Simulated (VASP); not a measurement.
Crystal: KTaO3.

```
Ta K O
1.0
     3.98830    0.00000    0.00000
     0.00000    3.98830    0.00000
     0.00000    0.00000    3.98830
Ta K O
1 1 3
Cartesian
  0.0000 0.0000 0.0000
  1.9942 1.9942 1.9942
  0.0000 0.0000 1.9942
  0.0000 1.9942 0.0000
  1.9942 0.0000 0.0000
```

Base run:

* Program: VASP 6.6.1
* Functional: BLYP
* Potentials or basis: VASP PAW PBE potentials, release 64 (Ta_pv, K_sv, O)
* Cutoff: 520 eV
* k mesh: 7 × 7 × 7
* Occupations: fermi-dirac, width 0.05 eV
* Spin: no spin polarisation

Its results: band gap on the k mesh 2.28 eV (least direct gap 2.84 eV); pressure 11.6 GPa.

Problem. The run is repeated on the same cell with these changes: functional from BLYP to r2SCAN; dispersion from none to D4. What comes out?

Solution. Band gap on the k mesh 2.66 eV (least direct gap 3.25 eV); pressure 0.4 GPa.

Several settings changed at once.

Caveats: the PAW data sets were made with another functional, which shifts forces and pressure a little; spin-orbit coupling is left out, which moves the levels of the heavy elements; an odd mesh through Γ misses points on the zone boundary, where band edges can lie; the cell stands under pressure (at least some runs).
